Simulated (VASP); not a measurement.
Input of a VASP 6.6.1 run:

Contents of INCAR:

```
SYSTEM = GaAs
PREC = Accurate ; ENCUT = 500
EDIFF = 1E-6 ; ISMEAR = 0
SIGMA = 0.01 ; LREAL = .FALSE.
LASPH = .TRUE. ; NELM = 120
ALGO = Normal ; ISIF = 2
LWAVE = .FALSE. ; LCHARG = .FALSE.
GGA = PE ; NBANDS = 16
GGA_COMPAT = .FALSE.
```

Contents of KPOINTS:

```
regular mesh
0
G
  10 10 10
  0 0 0
```

POSCAR

```
GaAs
1.0
    0.0000000000      2.7691166704      2.9579686145
    2.7691166704      0.0000000000      2.9579686145
    2.7691166704      2.7691166704      0.0000000000
Ga As
1 1
Direct
    0.0000000000      0.0000000000      0.0000000000
    0.2500000000      0.2500000000      0.2500000000
```

Potentials or basis: VASP PAW PBE potentials, release 64 (Ga_d, As).

Launch:

```bash
$ cat potpaw_PBE.64/Ga_d/POTCAR potpaw_PBE.64/As/POTCAR > POTCAR
$ mpirun -np 1 vasp_std > vasp.out
```

(1) What does it give for the pressure?

(2) What does it give for the band gap on the k mesh?

Results:

(1) 3.1 GPa.

(2) 0.31 eV.

Caveat: the cell stands under pressure; semilocal functionals underestimate gaps, and a narrow one can read as zero.
